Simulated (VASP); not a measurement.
BiIr: single point with r2SCAN

The system is BiIr.

```
Ir Bi
1.0
     0.00000    3.00766    3.03804
     3.03804    0.00000    3.03804
     3.03804    3.00766    0.00000
Ir Bi
1 1
Direct
  0.00000 0.00000 0.00000
  0.25000 0.25000 0.25000
```

```
Program                : VASP 6.6.1
Task                   : single point
Functional             : r2SCAN
Potentials or basis    : VASP PAW PBE potentials, release 64 (Ir, Bi_d)
Cutoff                 : 520 eV
k mesh                 : 10 × 10 × 10
Occupations            : gaussian, width 0.05 eV
Spin                   : no spin polarisation
Dipole correction      : no
Further INCAR settings : ALGO = Normal; EDIFF = 1e-06; NBANDS = 19
```

| Item | Value |
| --- | --- |
| Pressure | 1.3 GPa |
| Band gap on the k mesh | zero (bands 12 and 13 overlap by 3.43 eV) |

Levels at points of the mesh, in eV from the Fermi level:
```tsv
k point	band 9	band 10	band 11	band 12	band 13	band 14	band 15	band 16
(0.00, 0.00, 0.00)	-3.73	-1.81	-1.77	2.81	5.26	5.26	5.32	7.10
(0.50, 0.00, 0.00)	-3.42	-1.69	-1.69	-1.44	2.67	2.73	4.15	8.52
(0.50, 0.50, 0.00)	-2.51	-1.80	-1.69	-1.46	-0.02	0.04	5.33	5.69
(0.50, 0.00, 0.50)	-2.56	-1.77	-1.70	-1.43	-0.02	-0.02	5.26	5.62
```

It took 100 s on 1 thread of Intel(R) Xeon(R) 6975P-C (Granite Rapids), with other jobs on the host, peak memory 0.26 GiB.

Caveat: the PAW data sets were made with another functional, which shifts forces and pressure a little; spin-orbit coupling is left out, which moves the levels of the heavy elements.
